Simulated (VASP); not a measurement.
# Cr (R-3m) in VASP: notebook

The runs below take Cr through single point, with PBEsol.

Program: VASP 6.6.1. These are calculated values, not measurements. Logs are shortened: lines on timing, memory, paths and dates and some standing lists are left out, and cuts for length are marked.

## (1) The cell of the first run

The structure is trigonal, space group R-3m (No. 166). The conventional cell has a = 2.321 Å, b = 2.321 Å, c = 8.015 Å, α = 90.00°, β = 90.00°, γ = 120.00°. Within 3.1 Å of Cr (site symmetry -3m) lie 12 Cr at 2.32 to 2.99 Å.

## (2) Single point, PBEsol

File INCAR:

```
SYSTEM = Cr
  PREC = Accurate
  ENCUT = 520
  EDIFF = 1E-7
  ISMEAR = 0
  SIGMA = 0.15
  LREAL = .False.
  LASPH = .True.
  NELM = 100
  ALGO = Fast
  ISIF = 2
  LWAVE = .False.
  LCHARG = .False.
  GGA = PS
  NBANDS = 12
```

File KPOINTS:

```
Automatic mesh
0
Gamma
  24 24 24
  0 0 0
```

File POSCAR:

```
Cr
1.0
    0.4485085396      2.0893934407      2.0893934407
    2.0893934407      0.4485085396      2.0893934407
    2.0893934407      2.0893934407      0.4485085396
Cr
1
Direct
    0.0000000000      0.0000000000      0.0000000000
```

Potentials or basis: VASP PAW PBE potentials, release 64 (Cr_pv).

On the command line:

```console
$ cat potpaw_PBE.64/Cr_pv/POTCAR > POTCAR
$ mpirun -np 1 vasp_std > vasp.out
```

OUTCAR:

```text
SYSTEM = Cr
   PREC = Accurate
   ENCUT = 520
   EDIFF = 1E-7
   ISMEAR = 0
   LREAL = .False.
   LASPH = .True.
   NELM = 100
   ISIF = 2
   GGA = PS

 ion  position               nearest neighbor table
   1  0.000  0.000  0.000-

  LATTYP: Found a trigonal (rhomboedric) cell.
 ALAT       =     2.9886936628
 COS(alpha) =     0.6985651702

  Lattice vectors:

 A1 = (   0.4485085396,   2.0893934407,   2.0893934407)
 A2 = (   2.0893934407,   0.4485085396,   2.0893934407)
 A3 = (   2.0893934407,   2.0893934407,   0.4485085396)

Analysis of symmetry for initial positions (statically):
=====================================================================
 Subroutine PRICEL returns:
 Original cell was already a primitive cell.

 Routine SETGRP: Setting up the symmetry group for a
 trigonal (rhombohedral) supercell.

 Subroutine GETGRP returns: Found 12 space group operations
 (whereof 12 operations were pure point group operations)
 out of a pool of 12 trial point group operations.

The static configuration has the point symmetry D_3d.

Analysis of symmetry for dynamics (positions and initial velocities):
=====================================================================
 Subroutine PRICEL returns:
 Original cell was already a primitive cell.

 Routine SETGRP: Setting up the symmetry group for a
 trigonal (rhombohedral) supercell.

 Subroutine GETGRP returns: Found 12 space group operations
 (whereof 12 operations were pure point group operations)
 out of a pool of 12 trial point group operations.

The dynamic configuration has the point symmetry D_3d.

 Subroutine INISYM returns: Found 12 space group operations
 (whereof 12 operations are pure point group operations),
 and found     1 'primitive' translations

----------------------------------------------------------------------------------------

                                     Primitive cell

  volume of cell :      12.4590

  direct lattice vectors                    reciprocal lattice vectors
     0.448508540  2.089393441  2.089393441    -0.334248524  0.275178742  0.275178742
     2.089393441  0.448508540  2.089393441     0.275178742 -0.334248524  0.275178742
     2.089393441  2.089393441  0.448508540     0.275178742  0.275178742 -0.334248524

  length of vectors
     2.988693663  2.988693663  2.988693663     0.512999762  0.512999762  0.512999762

  position of ions in fractional coordinates (direct lattice)
     0.000000000  0.000000000  0.000000000

  ion indices of the primitive-cell ions
   primitive index   ion index
                 1           1

----------------------------------------------------------------------------------------

 KPOINTS: Automatic mesh

Automatic generation of k-mesh.
 Grid dimensions read from file:
 generate k-points for:   24   24   24

 Generating k-lattice:

  Cartesian coordinates                     Fractional coordinates (reciprocal lattice)
    -0.013927022  0.011465781  0.011465781     0.041666667  0.000000000  0.000000000
     0.011465781 -0.013927022  0.011465781     0.000000000  0.041666667  0.000000000
     0.011465781  0.011465781 -0.013927022     0.000000000  0.000000000  0.041666667

  Length of vectors
     0.021374990  0.021374990  0.021374990

  Shift w.r.t. Gamma in fractional coordinates (k-lattice)
     0.000000000  0.000000000  0.000000000

 Subroutine IBZKPT returns following result:
 ===========================================

 Found   1313 irreducible k-points:

 Following reciprocal coordinates:
            Coordinates               Weight
  0.000000  0.000000  0.000000      1.000000
  0.041667 -0.000000 -0.000000      6.000000
  0.083333  0.000000  0.000000      6.000000
  0.125000  0.000000  0.000000      6.000000
  0.166667 -0.000000 -0.000000      6.000000
  0.208333 -0.000000 -0.000000      6.000000
[... 16 lines left out ...]
  0.416667  0.041667  0.000000     12.000000
  0.458333  0.041667 -0.000000     12.000000
 [... further k-points ...]
   k-points           NKPTS =   1313   k-points in BZ     NKDIM =   1313   number of bands    NBANDS=     12
   number of dos      NEDOS =    301   number of ions     NIONS =      1
   total plane-waves  NPLWV =  13824
   dimension x,y,z NGX =    24 NGY =   24 NGZ =   24
   dimension x,y,z NGXF=    48 NGYF=   48 NGZF=   48
   ions per type =               1
   NGX,Y,Z   is equivalent  to a cutoff of  13.35, 13.35, 13.35 a.u.
   NGXF,Y,Z  is equivalent  to a cutoff of  26.70, 26.70, 26.70 a.u.
 SYSTEM =  Cr
   PREC   = accura    normal or accurate (medium, high low for compatibility)
   ISTART =      0    job   : 0-new  1-cont  2-samecut
   ICHARG =      2    charge: 1-file 2-atom 10-const
   ISPIN  =      1    spin polarized calculation?
   LNONCOLLINEAR =      F non collinear calculations
   LSORBIT =      F    spin-orbit coupling
   LASPH  =      T    aspherical Exc in radial PAW
   ENCUT  =  520.0 eV  38.22 Ry    6.18 a.u.   5.56  5.56  5.56*2*pi/ulx,y,z
   NELM   =    100;   NELMIN=  2; NELMDL= -5     # of ELM steps
   EDIFF  = 0.1E-06   stopping-criterion for ELM
   LREAL  =      F    real-space projection
   EDIFFG = 0.1E-05   stopping-criterion for IOM
   NSW    =      0    number of steps for IOM
   IBRION =     -1    ionic relax: 0-MD 1-quasi-New 2-CG
   NFREE  =      0    steps in history (QN), initial steepest desc. (CG)
   ISIF   =      2    stress and relaxation
   ISYM   =      2    0-nonsym 1-usesym 2-fastsym
   POTIM  = 0.5000    time-step for ionic-motion
   TEBEG  =    0.0;   TEEND  =   0.0 temperature during run
   PSTRESS=    0.0 pullay stress
   NELECT =      12.0000    total number of electrons
   NUPDOWN=      -1.0000    fix difference up-down
   EMIN   =  10.00;   EMAX   =-10.00  energy-range for DOS
   EFERMI =   0.00;   METHOD = LEGACY
   ISMEAR =     0;   SIGMA  =   0.15  broadening in eV -4-tet -1-fermi 0-gaus
   EFERMI_NEDOS =   21; number of points for ismear=-14 and -15
   IALGO  =     68    algorithm
   IMIX   =      4    mixing-type and parameters
     AMIX     =   0.40;   BMIX     =  1.00
     AMIX_MAG =   1.60;   BMIX_MAG =  1.00
  volume/ion in A,a.u.               =      12.46        84.08
  Fermi-wavevector in a.u.,A,eV,Ry     =   1.616742  3.055200 35.563658  2.613855
  Thomas-Fermi vector in A             =   2.711279
   LORBIT       =      0    0 simple, 1 ext, 2 COOP (PROOUT), +10 PAW based schemes
   GGA     = PS    functional components
   LHFCALC =     F    Hartree Fock is set to
   AEXX    =    0.0000 exact exchange contribution
   IVDW    =     0    specifies the selected vdW correction
   LEPSILON=     F    determine dielectric tensor
   LRPA    =     F    only Hartree local field effects (RPA)
 non-spin polarized calculation
 RMM-DIIS sequential band-by-band and
 Gauss-broadening in eV      SIGMA  =   0.15
  energy-cutoff  :      520.00
  volume of cell :       12.46
 maximum number of plane-waves:       352
   NGX = 11   NGY = 11   NGZ = 11

 number of electron      11.9999998 magnetization

 Free energy of the ion-electron system (eV)
  ---------------------------------------------------
  ext. energy  EPLUGINS =         0.00000000
  ---------------------------------------------------
  free energy    TOTEN  =        -9.31248550 eV

  energy without entropy =       -9.29704259  energy(sigma->0) =       -9.30476405

 E-fermi :   9.8605     XC(G=0): -13.2542

 val. band max:        9.8599556110   @ k =  -0.2500   0.0417   0.0000
 cond. band min:       9.8610548169   @ k =  -0.2500   0.3750   0.2500
 fundamental gap:      0.0010992060
 Fermi energy:         9.8605004638

 k-point     1 :       0.0000    0.0000    0.0000
  band No.  band energies     occupation
      1     -33.1281      2.00000
      2     -32.1938      2.00000
      3     -32.1938      2.00000
      4       2.3884      2.00000
      5       6.9935      2.00000
      6       9.5245      1.99847
      7       9.5245      1.99847
      8      11.7395      0.00000
      9      11.7395      0.00000
     10      17.2917      0.00000
     11      22.8563      0.00000
     12      30.9693      0.00000

 k-point     2 :       0.0417   -0.0000   -0.0000
  band No.  band energies     occupation
      1     -33.1253      2.00000
      2     -32.2219      2.00000
      3     -32.1998      2.00000
      4       2.4712      2.00000
      5       7.0403      2.00000
      6       9.4730      1.99974
      7       9.5808      1.99163
      8      11.6520      0.00000
      9      11.7203      0.00000
     10      17.2916      0.00000
     11      22.9819      0.00000
     12      30.9852      0.00000

 k-point     3 :       0.0833    0.0000    0.0000
  band No.  band energies     occupation
      1     -33.1169      2.00000
      2     -32.3038      2.00000
      3     -32.2171      2.00000
      4       2.7155      2.00000
      5       7.1761      2.00000
      6       9.3292      2.00000
      7       9.7477      1.71252
      8      11.4080      0.00000
      9      11.6644      0.00000
     10      17.2917      0.00000
     11      23.3338      0.00000
     12      31.0402      0.00000
[... 286 lines left out ...]
 k-point    23 :       0.4167    0.0417    0.0000
  band No.  band energies     occupation
      1     -33.5925      2.00000
      2     -32.9759      2.00000
      3     -32.5164      2.00000
      4       5.8152      2.00000
      5       7.4929      2.00000
      6      10.2668      0.00013
      7      10.6681      0.00000
      8      10.9607      0.00000
      9      13.1863      0.00000
     10      17.2905      0.00000
     11      21.9304      0.00000
     12      25.4144      0.00000

 k-point    24 :       0.4583    0.0417   -0.0000
  band No.  band energies     occupation
      1     -33.6871      2.00000
      2     -32.9637      2.00000
      3     -32.5391      2.00000
      4       5.7754      2.00000
      5       7.4324      2.00000
      6      10.5896      0.00000
      7      10.6194      0.00000
      8      11.4550      0.00000
      9      13.5385      0.00000
     10      17.2895      0.00000
     11      20.8293      0.00000
     12      25.4454      0.00000

 [... further k-points ...]

------------------------ aborting loop because EDIFF is reached ----------------------------------------

  FORCE on cell =-STRESS in cart. coord.  units (eV):
  Direction    XX          YY          ZZ          XY          YZ          ZX
  --------------------------------------------------------------------------------------
  -------------------------------------------------------------------------------------
  Total        0.0313590      0.0313590      0.0313590     -1.8077528     -1.8077528     -1.8077528
  in kB        4.0326375      4.0326375      4.0326375   -232.4696012   -232.4696012   -232.4696012
  external PRESSURE =       4.0326375 kB  Pullay stress =       0.0000000 kB

 VOLUME and BASIS-vectors are now :
 -----------------------------------------------------------------------------
  energy-cutoff  :      520.00
  volume of cell :       12.46
      direct lattice vectors                 reciprocal lattice vectors
     0.448508540  2.089393441  2.089393441    -0.334248524  0.275178742  0.275178742
     2.089393441  0.448508540  2.089393441     0.275178742 -0.334248524  0.275178742
     2.089393441  2.089393441  0.448508540     0.275178742  0.275178742 -0.334248524

 POSITION                                       TOTAL-FORCE (eV/Angst)
 -----------------------------------------------------------------------------------
      0.00000      0.00000      0.00000         0.000000     -0.000000     -0.000000
 -----------------------------------------------------------------------------------
    total drift:                               -0.000000     -0.000000     -0.000000

  FREE ENERGIE OF THE ION-ELECTRON SYSTEM (eV)
  ---------------------------------------------------
  free  energy   TOTEN  =        -9.3124855019 eV

  energy  without entropy=       -9.2970425926  energy(sigma->0) =       -9.30476405
```

Wall time 2.5 min (1 thread of AMD EPYC 9R45 (Zen 5), shared host); peak memory 0.27 GiB.

What came out:

- Free energy: -9.3125 eV
- Pressure: 0.4 GPa
- Band gap on the k mesh: zero (band 6 reaches 11.55 eV, above the bottom of band 7 at 8.92 eV)

Levels at points of the mesh, in eV from the Fermi level:
```
           k point  band 4  band 5  band 6  band 7  band 8  band 9
(0.00, 0.00, 0.00)   -7.47   -2.87   -0.34   -0.34    1.88    1.88
(0.50, 0.00, 0.00)   -4.19   -2.47    0.80    0.82    2.21    3.65
(0.50, 0.50, 0.00)   -4.29   -3.65    1.65    1.96    3.67    3.95
(0.50, 0.50, 0.50)   -4.65   -2.31   -0.42   -0.42    2.18    2.18
```

Caveat: the PAW data sets were made with another functional, which shifts forces and pressure a little; the run has no spin polarisation, though such a crystal can be magnetic.

## (3) Single point, PBEsol

This run uses another cell than the first one, of the same volume but with other edges.

File INCAR:

```
SYSTEM = Cr
PREC = Accurate
ENCUT = 520
EDIFF = 1E-6
ISMEAR = 0
SIGMA = 0.15
LREAL = .FALSE.
LASPH = .TRUE.
NELM = 60
ALGO = Fast
ISIF = 2
LWAVE = .FALSE.
LCHARG = .FALSE.
GGA = PS
NBANDS = 12
```

File KPOINTS:

```
Automatic mesh
0
G
  24 24 24
  0 0 0
```

File POSCAR:

```
Cr
1.0
   -0.5817496605      1.5998115663      1.5998115663
    1.5998115663     -0.5817496605      1.5998115663
    1.5998115663      1.5998115663     -0.5817496605
Cr
1
Direct
    0.0000000000      0.0000000000      0.0000000000
```

Potentials or basis: VASP PAW PBE potentials, release 64 (Cr_pv).

On the command line:

```console
$ cat potpaw_PBE.64/Cr_pv/POTCAR > POTCAR
$ mpirun -np 1 vasp_std > vasp.out
```

OUTCAR:

```text
SYSTEM = Cr
   PREC = Accurate
   ENCUT = 520
   EDIFF = 1E-6
   ISMEAR = 0
   LREAL = .FALSE.
   LASPH = .TRUE.
   NELM = 60
   ISIF = 2
   GGA = PS

 ion  position               nearest neighbor table
   1  0.000  0.000  0.000-

  LATTYP: Found a trigonal (rhomboedric) cell.
 ALAT       =     2.3360707958
 COS(alpha) =     0.1279069767

  Lattice vectors:

 A1 = (  -0.5817496605,   1.5998115663,   1.5998115663)
 A2 = (   1.5998115663,  -0.5817496605,   1.5998115663)
 A3 = (   1.5998115663,   1.5998115663,  -0.5817496605)
[... 541 lines left out ...]

 [... further k-points ...]

------------------------ aborting loop because EDIFF is reached ----------------------------------------

  FORCE on cell =-STRESS in cart. coord.  units (eV):
  Direction    XX          YY          ZZ          XY          YZ          ZX
  --------------------------------------------------------------------------------------
  -------------------------------------------------------------------------------------
  Total       -0.5526576     -0.5526576     -0.5526576      0.8856290      0.8856290      0.8856290
  in kB      -71.0695057    -71.0695057    -71.0695057    113.8882597    113.8882597    113.8882597
  external PRESSURE =     -71.0695057 kB  Pullay stress =       0.0000000 kB

 VOLUME and BASIS-vectors are now :
 -----------------------------------------------------------------------------
  energy-cutoff  :      520.00
  volume of cell :       12.46
      direct lattice vectors                 reciprocal lattice vectors
    -0.581749660  1.599811566  1.599811566    -0.178261735  0.280125583  0.280125583
     1.599811566 -0.581749660  1.599811566     0.280125583 -0.178261735  0.280125583
     1.599811566  1.599811566 -0.581749660     0.280125583  0.280125583 -0.178261735

 POSITION                                       TOTAL-FORCE (eV/Angst)
 -----------------------------------------------------------------------------------
      0.00000      0.00000      0.00000        -0.000000     -0.000000     -0.000000
 -----------------------------------------------------------------------------------
    total drift:                                0.000000     -0.000000      0.000000

  FREE ENERGIE OF THE ION-ELECTRON SYSTEM (eV)
  ---------------------------------------------------
  free  energy   TOTEN  =        -9.3751972099 eV

  energy  without entropy=       -9.3609342139  energy(sigma->0) =       -9.36806571
```

OSZICAR:

```text
N       E                     dE             d eps       ncg     rms          rms(c)
DAV:   1     0.822930183504E+02    0.82293E+02   -0.71278E+03 31672   0.118E+03
DAV:   2    -0.935021827803E+01   -0.91643E+02   -0.87964E+02 32112   0.295E+02
DAV:   3    -0.106613821491E+02   -0.13112E+01   -0.13032E+01 34664   0.428E+01
DAV:   4    -0.106687525522E+02   -0.73704E-02   -0.73701E-02 34232   0.322E+00
DAV:   5    -0.106688482902E+02   -0.95738E-04   -0.95737E-04 34816   0.338E-01    0.118E+01
RMM:   6    -0.939476825925E+01    0.12741E+01   -0.35118E+00 33449   0.218E+01    0.168E+00
RMM:   7    -0.938265411664E+01    0.12114E-01   -0.71606E-02 35451   0.337E+00    0.951E-01
RMM:   8    -0.937555570798E+01    0.70984E-02   -0.91373E-03 36478   0.104E+00    0.199E-01
RMM:   9    -0.937518214921E+01    0.37356E-03   -0.18005E-03 35757   0.588E-01    0.251E-02
RMM:  10    -0.937519893437E+01   -0.16785E-04   -0.17564E-04 37913   0.196E-01    0.946E-03
RMM:  11    -0.937519763020E+01    0.13042E-05   -0.20909E-05 34004   0.589E-02    0.319E-03
RMM:  12    -0.937519720988E+01    0.42031E-06   -0.25268E-06 25082   0.202E-02
   1 F= -.93751972E+01 E0= -.93680657E+01  d E =-.142630E-01
```

Run time: 67 s. Hardware: 1 thread of AMD EPYC 9R45 (Zen 5), shared host; peak memory 0.25 GiB.

What came out:

| Quantity | Value |
| --- | --- |
| Free energy | -9.3752 eV |
| Pressure | -7.1 GPa |
| Band gap on the k mesh | zero (band 6 reaches 11.03 eV, above the bottom of band 7 at 9.27 eV) |

Stress tensor (GPa, compression positive):
```
-7.11 11.39 11.39
11.39 -7.11 11.39
11.39 11.39 -7.11
```

Caveat: the PAW data sets were made with another functional, which shifts forces and pressure a little; the run has no spin polarisation, though such a crystal can be magnetic.

## (4) Single point, PBEsol

This run uses another cell than the first one, of the same volume but with other edges.

File INCAR:

```
SYSTEM = Cr
  PREC = Accurate
  ENCUT = 520
  EDIFF = 1E-7
  ISMEAR = 0
  SIGMA = 0.15
  LREAL = .FALSE.
  LASPH = .TRUE.
  NELM = 100
  ALGO = Fast
  ISIF = 2
  LWAVE = .FALSE.
  LCHARG = .FALSE.
  GGA = PS
  NBANDS = 12
```

File KPOINTS:

```
regular mesh
0
G
  24 24 24
  0 0 0
```

File POSCAR:

```
Cr
1.0
   -0.1942427633      1.7481848699      1.7481848699
    1.7481848699     -0.1942427633      1.7481848699
    1.7481848699      1.7481848699     -0.1942427633
Cr
1
Direct
    0.0000000000      0.0000000000      0.0000000000
```

On the command line:

```console
$ cat potpaw_PBE.64/Cr_pv/POTCAR > POTCAR
$ mpirun -np 1 vasp_std > vasp.out
```

Run time: 87 s. Hardware: 1 thread of AMD EPYC 9R45 (Zen 5), shared host; peak memory 0.25 GiB.

The run converged. Its results:

* Free energy: -9.8334 eV
* Pressure: -18.1 GPa
* Band gap on the k mesh: zero (band 6 reaches 11.58 eV, above the bottom of band 7 at 9.19 eV)

Stress tensor (GPa, compression positive):
```
-18.08  -0.39  -0.39
 -0.39 -18.08  -0.39
 -0.39  -0.39 -18.08
```

Levels at points of the mesh, in eV from the Fermi level:
```tsv
k point	band 4	band 5	band 6	band 7	band 8	band 9
(0.00, 0.00, 0.00)	-7.48	-1.32	-1.32	0.59	1.28	1.28
(0.50, 0.00, 0.00)	-3.86	-1.45	0.08	0.42	1.63	2.32
(0.50, 0.50, 0.00)	-4.05	-3.19	1.88	2.33	2.88	3.49
(0.50, 0.50, 0.50)	-3.87	-1.13	-1.13	2.64	2.64	2.65
```

Caveat: the PAW data sets were made with another functional, which shifts forces and pressure a little; the run has no spin polarisation, though such a crystal can be magnetic. Spin polarisation is off, so any magnetic state and its effect on volume and gap are missing.

## (5) Overview

```tsv
cell	further INCAR settings	gap on the mesh (eV)	pressure (GPa)
a = 2.989 Å, angles 45.7°, 1 atom	ALGO = Fast; EDIFF = 1e-07; NBANDS = 12	none	0.4
a = 2.336 Å, angles 82.7°, 1 atom	ALGO = Fast; EDIFF = 1e-06; NBANDS = 12	none	-7.1
a = 2.480 Å, angles 67.3°, 1 atom	ALGO = Fast; EDIFF = 1e-07; NBANDS = 12	none	-18.1
```

Alike in all rows: task single point; level PBEsol; potentials or basis VASP PAW PBE potentials, release 64 (Cr_pv); no spin polarisation; k mesh 24 × 24 × 24; cutoff (eV) 520; smearing gaussian 0.15 eV.

Caveats: the PAW data sets were made with another functional, which shifts forces and pressure a little; the run has no spin polarisation, though such a crystal can be magnetic.

Total energies depend on the potentials used, so only differences within one code and one set of settings carry meaning.
